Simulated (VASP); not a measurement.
# SrVO3 (Pm-3m) in VASP: a series of runs

Aim: see how the results for SrVO3 move with the level of theory and the settings. Levels: PBEsol+D4, PBE. Tasks: single point.

Everything below comes from runs of VASP 6.6.1. Logs are shortened: lines on timing, memory, paths and dates and some standing lists are left out, and cuts for length are marked.

### Step 1. The cell of the first run

It takes space group Pm-3m (No. 221, cubic). Conventional cell: a = 3.797 Å, b = 3.797 Å, c = 3.797 Å, α = 90.00°, β = 90.00°, γ = 90.00°. Within 3.5 Å of Sr (site symmetry m-3m) lie 12 O at 2.68 Å and 8 V at 3.29 Å. V (site symmetry m-3m) has 6 O at 1.90 Å within 2.5 Å. Within 2.5 Å of O (site symmetry 4/mmm) lie 2 V at 1.90 Å.

### Step 2. Single point, PBEsol+D4, collinear spin, ferromagnetic start

Input file INCAR:

```
PREC = Accurate
ENCUT = 520
EDIFF = 1E-6
ISMEAR = -1
SIGMA = 0.05
LREAL = False
LASPH = True
NELM = 150
ALGO = Normal
ISIF = 2
LWAVE = False
LCHARG = False
ISPIN = 2
MAGMOM = 0 2 0 0 0
LORBIT = 11
LMAXMIX = 4
GGA = PS
IVDW = 13
NBANDS = 32
```

Input file KPOINTS:

```
Automatic mesh
0
Gamma
  7 7 7
```

Input file POSCAR:

```
SrVO3
1.0
    3.7966528903      0.0000000000      0.0000000000
    0.0000000000      3.7966528903      0.0000000000
    0.0000000000      0.0000000000      3.7966528903
Sr V O
1 1 3
Direct
    0.5000000000      0.5000000000      0.5000000000
    0.0000000000      0.0000000000      0.0000000000
    0.0000000000      0.0000000000      0.5000000000
    0.0000000000      0.5000000000      0.0000000000
    0.5000000000      0.0000000000      0.0000000000
```

Potentials or basis: VASP PAW PBE potentials, release 64 (Sr_sv, V_sv, O).

Command:

```console
$ cat potpaw_PBE.64/Sr_sv/POTCAR potpaw_PBE.64/V_sv/POTCAR potpaw_PBE.64/O/POTCAR > POTCAR
$ mpirun -np 1 vasp_std > vasp.out
```

OUTCAR:

```text
PREC = Accurate
   ENCUT = 520
   EDIFF = 1E-6
   ISMEAR = -1
   LREAL = False
   LASPH = True
   NELM = 150
   ISIF = 2
   ISPIN = 2
   LORBIT = 11
   GGA = PS
   IVDW = 13

 ion  position               nearest neighbor table
   1  0.500  0.500  0.500-   3 2.68   4 2.68   5 2.68   4 2.68   5 2.68   3 2.68   5 2.68   5 2.68
                             3 2.68   4 2.68   4 2.68   3 2.68   2 3.29   2 3.29   2 3.29   2 3.29
   2  0.000  0.000  0.000-   3 1.90   4 1.90   5 1.90   3 1.90   4 1.90   5 1.90   1 3.29   1 3.29
                             1 3.29   1 3.29   1 3.29   1 3.29   1 3.29   1 3.29
   3  0.000  0.000  0.500-   2 1.90   2 1.90   1 2.68   1 2.68   1 2.68   1 2.68
   4  0.000  0.500  0.000-   2 1.90   2 1.90   1 2.68   1 2.68   1 2.68   1 2.68
   5  0.500  0.000  0.000-   2 1.90   2 1.90   1 2.68   1 2.68   1 2.68   1 2.68

  LATTYP: Found a simple cubic cell.
 ALAT       =     3.7966528903

  Lattice vectors:

 A1 = (   3.7966528903,   0.0000000000,   0.0000000000)
 A2 = (   0.0000000000,   3.7966528903,   0.0000000000)
 A3 = (   0.0000000000,   0.0000000000,   3.7966528903)

Analysis of symmetry for initial positions (statically):
=====================================================================
 Subroutine PRICEL returns:
 Original cell was already a primitive cell.

 Routine SETGRP: Setting up the symmetry group for a
 simple cubic supercell.

 Subroutine GETGRP returns: Found 48 space group operations
 (whereof 48 operations were pure point group operations)
 out of a pool of 48 trial point group operations.

The static configuration has the point symmetry O_h .

Analysis of symmetry for dynamics (positions and initial velocities):
=====================================================================
 Subroutine PRICEL returns:
 Original cell was already a primitive cell.

 Routine SETGRP: Setting up the symmetry group for a
 simple cubic supercell.

 Subroutine GETGRP returns: Found 48 space group operations
 (whereof 48 operations were pure point group operations)
 out of a pool of 48 trial point group operations.

The dynamic configuration has the point symmetry O_h .

Analysis of structural, dynamic, and magnetic symmetry:
=====================================================================
 Subroutine PRICEL returns:
 Original cell was already a primitive cell.

 Routine SETGRP: Setting up the symmetry group for a
 simple cubic supercell.

 Subroutine GETGRP returns: Found 48 space group operations
 (whereof 48 operations were pure point group operations)
[... 134 lines left out ...]
 spin polarized calculation
  energy-cutoff  :      520.00
  volume of cell :       54.73
 maximum number of plane-waves:      1489
   NGX = 15   NGY = 15   NGZ = 15

 number of electron      40.9999958 magnetization       0.0015037

 number of electron      40.9999958 magnetization      -0.0006491

 Free energy of the ion-electron system (eV)
  ---------------------------------------------------
  ext. energy  EPLUGINS =         0.00000000
  ---------------------------------------------------
  free energy    TOTEN  =       -41.40642147 eV

  energy without entropy =      -41.39500421  energy(sigma->0) =      -41.40071284

 E-fermi :   6.4423     XC(G=0): -12.0364

 val. band max:        6.4185466809   @ k =   0.4286   0.1429   0.1429
 cond. band min:       6.8574239885   @ k =   0.2857   0.2857   0.0000
 fundamental gap:      0.4388773075
 Fermi energy:         6.4422765799

 spin component 1

 k-point     1 :       0.0000    0.0000    0.0000
  band No.  band energies     occupation
      1     -59.0290      1.00000
      2     -33.0033      1.00000
      3     -33.0033      1.00000
      4     -33.0033      1.00000
      5     -27.8518      1.00000
      6     -13.3889      1.00000
[... 689 lines left out ...]
     31      15.5873      0.00000
     32      19.4702      0.00000
 Fermi energy:         6.4422765799

 spin component 2

 k-point     1 :       0.0000    0.0000    0.0000
  band No.  band energies     occupation
      1     -59.0294      1.00000
      2     -33.0037      1.00000
      3     -33.0037      1.00000
      4     -33.0037      1.00000
      5     -27.8518      1.00000
      6     -13.3890      1.00000
[... 689 lines left out ...]
     31      15.5873      0.00000
     32      19.4701      0.00000

------------------------ aborting loop because EDIFF is reached ----------------------------------------

  DFT-D4 for vdW energy calculation

  Edisp (eV):   -0.62980

  FORCE on cell =-STRESS in cart. coord.  units (eV):
  Direction    XX          YY          ZZ          XY          YZ          ZX
  --------------------------------------------------------------------------------------
  -------------------------------------------------------------------------------------
  Total       0.31379     0.31379     0.31379    -0.00000     0.00000    -0.00000
  in kB       9.18652     9.18652     9.18652    -0.00000     0.00000    -0.00000
  external pressure =        9.19 kB  Pullay stress =        0.00 kB

 VOLUME and BASIS-vectors are now :
 -----------------------------------------------------------------------------
  energy-cutoff  :      520.00
  volume of cell :       54.73
      direct lattice vectors                 reciprocal lattice vectors
     3.796652890  0.000000000  0.000000000     0.263389893  0.000000000  0.000000000
     0.000000000  3.796652890  0.000000000     0.000000000  0.263389893  0.000000000
     0.000000000  0.000000000  3.796652890     0.000000000  0.000000000  0.263389893

 POSITION                                       TOTAL-FORCE (eV/Angst)
 -----------------------------------------------------------------------------------
      1.89833      1.89833      1.89833         0.000000      0.000000      0.000000
      0.00000      0.00000      0.00000         0.000000      0.000000      0.000000
      0.00000      0.00000      1.89833         0.000000      0.000000      0.000000
      0.00000      1.89833      0.00000         0.000000      0.000000      0.000000
      1.89833      0.00000      0.00000         0.000000      0.000000      0.000000
 -----------------------------------------------------------------------------------
    total drift:                               -0.000000      0.000000     -0.000000

  FREE ENERGIE OF THE ION-ELECTRON SYSTEM (eV)
  ---------------------------------------------------
  free  energy   TOTEN  =       -42.0362264297 eV

  energy  without entropy=      -42.0248091701  energy(sigma->0) =      -42.03051780

 total charge

# of ion       s       p       d       tot
------------------------------------------
    1        2.000   5.774   0.240   8.014
    2        2.302   6.384   3.021  11.708
    3        1.561   3.479   0.000   5.040
    4        1.561   3.479   0.000   5.040
    5        1.561   3.479   0.000   5.040
--------------------------------------------------
tot          8.984  22.595   3.261  34.840

 magnetization (x)

# of ion       s       p       d       tot
------------------------------------------
    1        0.000   0.000   0.000   0.000
    2       -0.000  -0.000  -0.000  -0.000
    3        0.000   0.000   0.000   0.000
    4        0.000   0.000   0.000   0.000
    5        0.000   0.000   0.000   0.000
--------------------------------------------------
tot         -0.000   0.000  -0.000  -0.000
```

OSZICAR:

```text
N       E                     dE             d eps       ncg     rms          rms(c)
DAV:   1     0.373202893397E+03    0.37320E+03   -0.21198E+04  2568   0.133E+03
DAV:   2    -0.277271483554E+02   -0.40093E+03   -0.38310E+03  3024   0.390E+02
DAV:   3    -0.501271484087E+02   -0.22400E+02   -0.22181E+02  3352   0.958E+01
DAV:   4    -0.507478072891E+02   -0.62066E+00   -0.61921E+00  3680   0.113E+01
DAV:   5    -0.507564290316E+02   -0.86217E-02   -0.86215E-02  3184   0.107E+00    0.430E+01
DAV:   6    -0.426249776156E+02    0.81315E+01   -0.39491E+01  2808   0.585E+01    0.178E+01
DAV:   7    -0.419872923801E+02    0.63769E+00   -0.15405E+01  2720   0.357E+01    0.190E+01
DAV:   8    -0.413961565826E+02    0.59114E+00   -0.19253E+00  2864   0.126E+01    0.422E+00
DAV:   9    -0.414280943181E+02   -0.31938E-01   -0.11847E-01  3432   0.245E+00    0.209E+00
DAV:  10    -0.414096501527E+02    0.18444E-01   -0.37683E-02  2920   0.177E+00    0.788E-01
DAV:  11    -0.414061662107E+02    0.34839E-02   -0.12240E-02  3040   0.952E-01    0.266E-01
DAV:  12    -0.414065806134E+02   -0.41440E-03   -0.24805E-03  2984   0.327E-01    0.161E-01
DAV:  13    -0.414065281281E+02    0.52485E-04   -0.21645E-04  3136   0.114E-01    0.101E-01
DAV:  14    -0.414064405104E+02    0.87618E-04   -0.10912E-04  3128   0.982E-02    0.452E-02
DAV:  15    -0.414064212338E+02    0.19277E-04   -0.46913E-05  2952   0.596E-02    0.780E-03
DAV:  16    -0.414064214727E+02   -0.23897E-06   -0.29113E-06  2592   0.109E-02
   1 F= -.42036226E+02 E0= -.42030518E+02  d E =-.114173E-01  mag=    -0.0001
```

Run time: 79 s. Hardware: 1 thread of Intel Xeon Platinum 8488C (Sapphire Rapids), shared host; peak memory 0.21 GiB.

What came out:

```
Free energy                                           : -42.0362 eV
Pressure                                              : 0.9 GPa
Net moment                                            : 0.00 μB per cell
Valence electrons inside the program's atomic spheres : Sr 8.01; V 11.71; O 5.04
Dispersion energy per atom                            : -0.126 eV
```

Levels at points of the mesh, in eV from the Fermi level:
Spin up:
| k point | band 16 | band 17 | band 18 | band 19 | band 20 | band 21 | band 22 | band 23 | band 24 | band 25 |
| --- | --- | --- | --- | --- | --- | --- | --- | --- | --- | --- |
| (0.00, 0.00, 0.00) | -3.31 | -3.31 | -2.38 | -2.38 | -2.38 | -0.93 | -0.93 | -0.93 | 1.51 | 1.51 |
Spin down:
```
           k point  band 18  band 19  band 20  band 21  band 22  band 23
(0.00, 0.00, 0.00)    -2.38    -2.38    -2.38    -0.93    -0.93    -0.93
```

Caveat: the PAW data sets were made with another functional, which shifts forces and pressure a little; semilocal functionals often make such compounds metallic where correlation or magnetic order opens a gap, which also shifts bond lengths; pairwise dispersion overbinds metals, which lowers pressure and volume. With open d or f shells a metallic result of PBEsol can be an artefact of self-interaction; +U or a hybrid may open a gap.

### Step 3. Single point, PBE, collinear spin, ferromagnetic start

This run uses another cell than the first one, of 11.33 Å³/atom, 1.035 times its volume.

Input file INCAR:

```
SYSTEM = SrVO3
ALGO = Normal ; EDIFF = 1E-7
ENCUT = 520 ; GGA = PE
ISIF = 2 ; ISMEAR = -1
ISPIN = 2 ; LASPH = .True.
LCHARG = .True. ; LELF = .True.
LMAXMIX = 4 ; LORBIT = 11
LREAL = .False. ; LVHAR = .True.
LWAVE = .False. ; MAGMOM = 0 2 0 0 0
NBANDS = 32 ; NELM = 150
PREC = Accurate ; SIGMA = 0.05
```

Input file KPOINTS:

```
k-points
0
Gamma
  7 7 7
  0 0 0
```

Changes to POSCAR since step 2:

```diff
@@ -2,5 +2,5 @@
 1.0
-    3.7966528903      0.0000000000      0.0000000000
-    0.0000000000      3.7966528903      0.0000000000
-    0.0000000000      0.0000000000      3.7966528903
+    3.8409000000      0.0000000000      0.0000000000
+    0.0000000000      3.8409000000      0.0000000000
+    0.0000000000      0.0000000000      3.8409000000
 Sr V O
```

Potentials or basis: VASP PAW PBE potentials, release 64 (Sr_sv, V_sv, O).

Command:

```console
$ cat potpaw_PBE.64/Sr_sv/POTCAR potpaw_PBE.64/V_sv/POTCAR potpaw_PBE.64/O/POTCAR > POTCAR
$ mpirun -np 1 vasp_std > vasp.out
```

Run time: 2.4 min. Hardware: 1 thread of Intel Xeon Platinum 8488C (Sapphire Rapids), shared host; peak memory 0.22 GiB.

Results (log left out):

```
Free energy                                           : -39.2928 eV
Pressure                                              : 3.2 GPa
Net moment                                            : 0.00 μB per cell
Valence electrons inside the program's atomic spheres : Sr 8.02; V 11.59; O 5.05
```

Levels at points of the mesh, in eV from the Fermi level:
Spin up:
```
           k point  band 17  band 18  band 19  band 20  band 21  band 22  band 23  band 24
(0.00, 0.00, 0.00)    -3.17    -2.33    -2.33    -2.33    -0.86    -0.86    -0.86     1.37
```
Spin down:
```tsv
k point	band 16	band 17	band 18	band 19	band 20	band 21	band 22	band 23	band 24	band 25
(0.00, 0.00, 0.00)	-3.17	-3.17	-2.33	-2.33	-2.33	-0.87	-0.87	-0.87	1.37	1.37
```

Caveat: semilocal functionals often make such compounds metallic where correlation or magnetic order opens a gap, which also shifts bond lengths. With open d or f shells a metallic result of PBE can be an artefact of self-interaction; +U or a hybrid may open a gap.

### Step 4. Single point, PBE, collinear spin, ferromagnetic start

This run uses another cell than the first one, of 11.33 Å³/atom, 1.035 times its volume.

Input file INCAR:

```
SYSTEM = SrVO3
PREC = Accurate ; ENCUT = 520
EDIFF = 1E-7 ; ISMEAR = -1
SIGMA = 0.05 ; LREAL = .FALSE.
LASPH = .TRUE. ; NELM = 150
ALGO = Normal ; ISIF = 2
LWAVE = .FALSE. ; LCHARG = .FALSE.
ISPIN = 2 ; MAGMOM = 0 2 0 0 0
LORBIT = 11 ; LMAXMIX = 4
GGA = PE ; NBANDS = 32
```

Input file KPOINTS:

```
regular mesh
0
G
  10 10 10
  0 0 0
```

POSCAR is that of step 3.

Command:

```console
$ cat potpaw_PBE.64/Sr_sv/POTCAR potpaw_PBE.64/V_sv/POTCAR potpaw_PBE.64/O/POTCAR > POTCAR
$ mpirun -np 1 vasp_std > vasp.out
```

Wall time 6 min (1 thread of Intel Xeon Platinum 8488C (Sapphire Rapids), shared host); peak memory 0.3 GiB.

Results (log left out):

```
Free energy                                           : -39.2718 eV
Pressure                                              : 3.5 GPa
Net moment                                            : 0.30 μB per cell
Site moments                                          : Sr +0.00; V +0.29; O -0.00 μB
Valence electrons inside the program's atomic spheres : Sr 8.02; V 11.59; O 5.05
```

Levels at points of the mesh, in eV from the Fermi level:
Spin up:
| k point | band 16 | band 17 | band 18 | band 19 | band 20 | band 21 | band 22 | band 23 | band 24 | band 25 |
| --- | --- | --- | --- | --- | --- | --- | --- | --- | --- | --- |
| (0.00, 0.00, 0.00) | -3.27 | -3.27 | -2.43 | -2.43 | -2.43 | -1.13 | -1.13 | -1.13 | 1.19 | 1.19 |
| (0.50, 0.00, 0.00) | -4.62 | -4.60 | -4.13 | -2.88 | -2.88 | -1.01 | 0.82 | 0.82 | 1.21 | 3.51 |
| (0.50, 0.50, 0.00) | -5.15 | -4.13 | -3.65 | -3.65 | -2.14 | 0.79 | 0.79 | 1.14 | 2.23 | 5.41 |
| (0.50, 0.50, 0.50) | -5.96 | -5.96 | -2.04 | -2.04 | -2.04 | 1.38 | 1.38 | 1.38 | 5.20 | 5.20 |
Spin down:
```
           k point  band 16  band 17  band 18  band 19  band 20  band 21  band 22  band 23  band 24  band 25
(0.00, 0.00, 0.00)    -3.27    -3.27    -2.43    -2.43    -2.43    -0.80    -0.80    -0.80     1.35     1.35
(0.50, 0.00, 0.00)    -4.54    -4.54    -4.13    -2.88    -2.88    -0.67     1.10     1.10     1.37     3.65
(0.50, 0.50, 0.00)    -5.08    -4.12    -3.64    -3.64    -2.14     1.09     1.09     1.46     2.38     5.52
(0.50, 0.50, 0.50)    -5.89    -5.89    -2.04    -2.04    -2.04     1.69     1.69     1.69     5.21     5.21
```

Caveat: semilocal functionals often make such compounds metallic where correlation or magnetic order opens a gap, which also shifts bond lengths. With open d or f shells a metallic result of PBE can be an artefact of self-interaction; +U or a hybrid may open a gap.

### Step 5. Single point, PBE, collinear spin, ferromagnetic start

This run uses another cell than the first one, of 11.33 Å³/atom, 1.035 times its volume.

Input file INCAR:

```
SYSTEM = SrVO3
PREC = Accurate
ENCUT = 520
EDIFF = 1E-6
ISMEAR = -1
SIGMA = 0.05
LREAL = .False.
LASPH = .True.
NELM = 150
ALGO = Normal
ISIF = 2
LWAVE = .False.
LCHARG = .False.
ISPIN = 2
MAGMOM = 0 2 0 0 0
LORBIT = 11
LMAXMIX = 4
GGA = PE
NBANDS = 32
```

Input file KPOINTS:

```
regular mesh
0
Gamma
  5 5 5
  0 0 0
```

POSCAR is that of step 4.

Command:

```console
$ cat potpaw_PBE.64/Sr_sv/POTCAR potpaw_PBE.64/V_sv/POTCAR potpaw_PBE.64/O/POTCAR > POTCAR
$ mpirun -np 1 vasp_std > vasp.out
```

Wall time 36 s (1 thread of Intel Xeon Platinum 8488C (Sapphire Rapids), shared host); peak memory 0.2 GiB.

The run converged. Its results:

| Property | Result |
| --- | --- |
| Free energy | -39.2509 eV |
| Pressure | 4.2 GPa |
| Net moment | 0.76 μB per cell |
| Site moments | Sr +0.00; V +0.71; O -0.00 μB |
| Valence electrons inside the program's atomic spheres | Sr 8.02; V 11.59; O 5.05 |

Levels at points of the mesh, in eV from the Fermi level:
Spin up:
```tsv
k point	band 19	band 20	band 21	band 22	band 23	band 24
(0.00, 0.00, 0.00)	-2.30	-2.30	-1.26	-1.26	-1.26	1.19
```
Spin down:
| k point | band 18 | band 19 | band 20 | band 21 | band 22 | band 23 |
| --- | --- | --- | --- | --- | --- | --- |
| (0.00, 0.00, 0.00) | -2.31 | -2.31 | -2.31 | -0.44 | -0.44 | -0.44 |

Caveat: semilocal functionals often make such compounds metallic where correlation or magnetic order opens a gap, which also shifts bond lengths.

### Step 6. The runs side by side

```csv
level,cell,k mesh,gap on the mesh (eV),pressure (GPa),moment (μB)
PBEsol+D4,"a = 3.797 Å, 5 atoms",7 × 7 × 7,none,0.9,0.00
PBE,"a = 3.841 Å, 5 atoms",7 × 7 × 7,none,3.2,0.00
PBE,"a = 3.841 Å, 5 atoms",10 × 10 × 10,none,3.5,0.30
PBE,"a = 3.841 Å, 5 atoms",5 × 5 × 5,none,4.2,0.76
```

Alike in all rows: task single point; potentials or basis VASP PAW PBE potentials, release 64 (Sr_sv, V_sv, O); spin collinear, ferromagnetic start; cutoff (eV) 520; smearing fermi-dirac 0.05 eV.

Caveats: semilocal functionals often make such compounds metallic where correlation or magnetic order opens a gap, which also shifts bond lengths; the PAW data sets were made with another functional, which shifts forces and pressure a little (some runs); pairwise dispersion overbinds metals, which lowers pressure and volume (some runs).

Absolute energies hang on the potentials; compare differences alone.
